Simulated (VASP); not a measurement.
A run of VASP 6.6.1:

File POSCAR:

```
Be
1.0
   -1.2339525565      1.2339525565      1.2339525565
    1.2339525565     -1.2339525565      1.2339525565
    1.2339525565      1.2339525565     -1.2339525565
Be
1
Direct
    0.0000000000      0.0000000000      0.0000000000
```

The input INCAR.step1:

```
SYSTEM = Be
  PREC = Accurate
  ENCUT = 520
  ISMEAR = -1
  SIGMA = 0.1
  LREAL = .False.
  LASPH = .True.
  NELM = 80
  NBANDS = 7
  GGA = PE
  ALGO = Normal
  EDIFF = 1E-4
  LWAVE = .True.
  LCHARG = .False.
```

Contents of INCAR.step2:

```
SYSTEM = Be
  PREC = Accurate
  ENCUT = 520
  EDIFF = 1E-7
  ISMEAR = -1
  SIGMA = 0.1
  LREAL = .False.
  LASPH = .True.
  NELM = 80
  ALGO = Normal
  ISIF = 2
  LWAVE = .False.
  LCHARG = .False.
  METAGGA = R2SCAN
  LMIXTAU = .True.
  NBANDS = 7
  ISTART = 1
```

File KPOINTS:

```
regular mesh
0
Gamma
  20 20 20
  0 0 0
```

Potentials or basis: VASP PAW PBE potentials, release 64 (Be).

Launch:

```console
$ cat potpaw_PBE.64/Be/POTCAR > POTCAR
$ cp INCAR.step1 INCAR
$ mpirun -np 1 vasp_std > vasp.out
$ cp INCAR.step2 INCAR
$ mpirun -np 1 vasp_std > vasp.out
```

Hardware: 1 thread of Intel Xeon 6975P-C, on a shared host.

Task: How long does it take, and how much memory?

Result: It took 18 s on 1 thread of Intel Xeon 6975P-C, with other jobs on the host, peak memory 0.12 GiB. Counts: k points 256.
